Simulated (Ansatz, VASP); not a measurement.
## One calculation of CdSe, two programs

INCAR

```
ALGO = Normal
EDIFF = 1E-6
ENCUT = 520
GGA = PE
ISIF = 2
ISMEAR = 0
LASPH = True
LCHARG = False
LREAL = False
LWAVE = False
NBANDS = 26
NELM = 100
PREC = Accurate
SIGMA = 0.05
```

The input KPOINTS:

```
k-points
0
Gamma
  6 6 4
```

POSCAR

```
CdSe
1.0
    4.3000000000      0.0000000000      0.0000000000
   -2.1500000000      3.7239090000      0.0000000000
    0.0000000000      0.0000000000      7.0200000000
Cd Se
2 2
Direct
    0.3333333333      0.6666666667      0.0000000000
    0.6666666667      0.3333333333      0.5000000000
    0.3333333333      0.6666666667      0.3850000000
    0.6666666667      0.3333333333      0.8850000000
```

Input for Ansatz:

```yaml
crystal:
  lattice:
    - [4.3, 0.0, 0.0]
    - [-2.15, 3.723909, 0.0]
    - [0.0, 0.0, 7.02]
  atoms:
    - { symbol: Cd, position: [0.3333333333333333, 0.6666666666666666, 0.0] }
    - { symbol: Cd, position: [0.6666666666666666, 0.3333333333333333, 0.5] }
    - { symbol: Se, position: [0.3333333333333333, 0.6666666666666666, 0.385] }
    - { symbol: Se, position: [0.6666666666666666, 0.3333333333333333, 0.885] }
basis:
  ecutwfc: 520.0
kpoints:
  mp_grid:
    grid: [6, 6, 4]
hamiltonian:
  xc: pbe
  pseudopotentials:
    kind: paw
scf:
  occupations:
    method: gaussian
    width: 0.05
output:
  stress: true
```

Alike in both runs: task single point; functional PBE; k mesh 6 × 6 × 4; occupations gaussian, width 0.05 eV; no spin polarisation.

```csv
,VASP,Ansatz
version,VASP 6.6.1,Ansatz 0.2.0
potentials or method,"VASP PAW PBE potentials, release 64 (Cd, Se), cutoff 520 eV","plane waves, PAW"
valence electrons in the cell,36,72
```

Ansatz gave:

* pressure (GPa): 3.0
* traceless stress, the component that is largest in VASP (GPa): -1.36

**Question.** What did VASP give for the same quantities?

**Answer.** Pressure (GPa): 3.3; traceless stress, the component that is largest in VASP (GPa): -1.42.

VASP's potentials hold 36 valence electrons a cell and Ansatz's 72, so a difference there can come from the potentials and not from the codes.
